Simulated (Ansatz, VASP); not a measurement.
**One calculation of Pd, two programs**

Contents of INCAR:

```
ALGO = Normal
EDIFF = 1E-6
ENCUT = 520
ISIF = 2
ISMEAR = -1
LASPH = T
LCHARG = T
LELF = T
LREAL = F
LVHAR = T
LWAVE = F
NBANDS = 11
NELM = 80
PREC = Accurate
SIGMA = 0.05
```

Contents of KPOINTS:

```
k-points
0
Gamma
  18 18 18
```

POSCAR

```
Pd
1.0
    0.0000000000      1.9704937245      1.9704937245
    1.9704937245      0.0000000000      1.9704937245
    1.9704937245      1.9704937245      0.0000000000
Pd
1
Direct
    0.0000000000      0.0000000000      0.0000000000
```

Input for Ansatz:

```yaml
crystal:
  lattice:
    - [0.0, 1.9704937245, 1.9704937245]
    - [1.9704937245, 0.0, 1.9704937245]
    - [1.9704937245, 1.9704937245, 0.0]
  atoms:
    - { symbol: Pd, position: [0.0, 0.0, 0.0] }
kpoints:
  mp_grid: { grid: [18, 18, 18] }
  band_path:
    path:
      - [0.0, 0.0, 0.0]
      - [0.5, 0.0, 0.5]
      - [0.625, 0.25, 0.625]
      - [0.375, 0.375, 0.75]
      - [0.0, 0.0, 0.0]
      - [0.5, 0.5, 0.5]
      - [0.5, 0.25, 0.75]
      - [0.5, 0.0, 0.5]
    npoints: 5
scf:
  occupations: { method: fermi_dirac, width: 0.05 }
hamiltonian:
  xc: lda
  pseudopotentials: { kind: all_electron, lapw: { basis_error: 0.00025 } }
output:
  forces: true
  stress: true
  eigenvalues: true
```

Change from the starting cell: volume scaled by 1.04.

Alike in both runs: task single point; functional LDA; k mesh 18 × 18 × 18; occupations fermi-dirac, width 0.05 eV; no spin polarisation.

```csv
,VASP,Ansatz
version,VASP 6.6.1,Ansatz 0.2.0
potentials or method,"VASP PAW LDA potentials, release 64 (Pd), cutoff 520 eV","all-electron LAPW, scalar-relativistic"
```

```csv
,VASP,Ansatz,Ansatz less VASP
pressure (GPa),-14.2,-14.5,-0.27
```

LDA's correlation is that of Perdew and Zunger in VASP and of Perdew and Wang (1992) in Ansatz. Ansatz ran all-electron here, and VASP with PAW potentials.
